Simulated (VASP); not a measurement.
Input of a VASP 6.6.1 run:

The input POSCAR:

```
Sn
1.0
    0.0000000000      2.8933851735      2.8933851735
    2.8933851735      0.0000000000      2.8933851735
    2.8933851735      2.8933851735      0.0000000000
Sn
2
Direct
    0.0000000000      0.0000000000      0.0000000000
    0.2500000000      0.2500000000      0.2500000000
```

INCAR.step1

```
SYSTEM = Sn
PREC = Accurate
ENCUT = 520
ISMEAR = 0
SIGMA = 0.1
LREAL = .FALSE.
LASPH = .TRUE.
NELM = 100
NBANDS = 21
GGA = PE
ALGO = Normal
EDIFF = 1E-4
LWAVE = .TRUE.
LCHARG = .FALSE.
```

The input INCAR.step2:

```
SYSTEM = Sn
PREC = Accurate
ENCUT = 520
EDIFF = 1E-6
ISMEAR = 0
SIGMA = 0.1
LREAL = .FALSE.
LASPH = .TRUE.
NELM = 100
ALGO = Normal
ISIF = 2
LWAVE = .FALSE.
LCHARG = .TRUE.
METAGGA = R2SCAN
LMIXTAU = .TRUE.
LELF = .TRUE.
LVHAR = .TRUE.
NBANDS = 21
ISTART = 1
```

File KPOINTS:

```
Automatic mesh
0
G
  12 12 12
  0 0 0
```

Potentials or basis: VASP PAW PBE potentials, release 64 (Sn_d).

Command:

```sh
$ cat potpaw_PBE.64/Sn_d/POTCAR > POTCAR
$ cp INCAR.step1 INCAR
$ mpirun -np 1 vasp_std > vasp.out
$ cp INCAR.step2 INCAR
$ mpirun -np 1 vasp_std > vasp.out
```

Problem. What does it give for the pressure?

Solution. 40.2 GPa.

Caveat: the cell stands under pressure; the PAW data sets were made with another functional, which shifts forces and pressure a little.
